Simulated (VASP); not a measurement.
TiCo3: single point with PBEsol

Crystal: TiCo3.

```
Ti Co
1.0
     3.61400    0.00000    0.00000
     0.00000    3.61400    0.00000
     0.00000    0.00000    3.61400
Ti Co
1 3
Direct
  0.00000 0.00000 0.00000
  0.00000 0.50000 0.50000
  0.50000 0.00000 0.50000
  0.50000 0.50000 0.00000
```

```yaml
Program: VASP 6.6.1
Task: single point
Functional: PBEsol
Potentials_or_basis: VASP PAW PBE potentials, release 64 (Ti_sv, Co)
Cutoff: 520 eV
k_mesh: 8 × 8 × 8
Occupations: gaussian, width 0.1 eV
Spin: collinear spin, ferrimagnetic start
Starting_moments: "[-0.42, 1.21, 1.21, 1.21] μB"
```

The pressure is -15.5 GPa. The net moment is 0.00 μB per cell and the valence electrons inside the program's atomic spheres are Ti 10.36; Co 8.30.

Levels at points of the mesh, in eV from the Fermi level:
Spin up:
```tsv
k point	band 16	band 17	band 18	band 19	band 20	band 21	band 22	band 23	band 24	band 25
(0.00, 0.00, 0.00)	-0.04	0.44	0.66	0.66	0.66	2.44	2.44	3.23	3.23	3.23
(0.50, 0.00, 0.00)	-0.66	-0.53	-0.53	-0.45	0.11	0.66	1.17	1.17	1.87	2.37
(0.50, 0.50, 0.00)	-1.16	-0.82	-0.73	-0.73	-0.34	-0.32	1.66	1.66	2.05	2.05
(0.50, 0.50, 0.50)	-0.88	0.04	0.46	0.46	0.46	0.77	0.77	0.77	2.09	2.09
```
Spin down:
```
           k point  band 18  band 19  band 20  band 21  band 22  band 23
(0.00, 0.00, 0.00)     0.66     0.66     0.66     2.44     2.44     3.23
(0.50, 0.00, 0.00)    -0.53    -0.45     0.11     0.66     1.17     1.17
(0.50, 0.50, 0.00)    -0.73    -0.73    -0.34    -0.32     1.66     1.66
(0.50, 0.50, 0.50)     0.46     0.46     0.46     0.77     0.77     0.77
```

It took 5.1 min on 1 thread of AMD EPYC 7R13 Processor (Zen 3) (shared host), peak memory 0.19 GiB.

Caveat: the PAW data sets were made with another functional, which shifts forces and pressure a little.
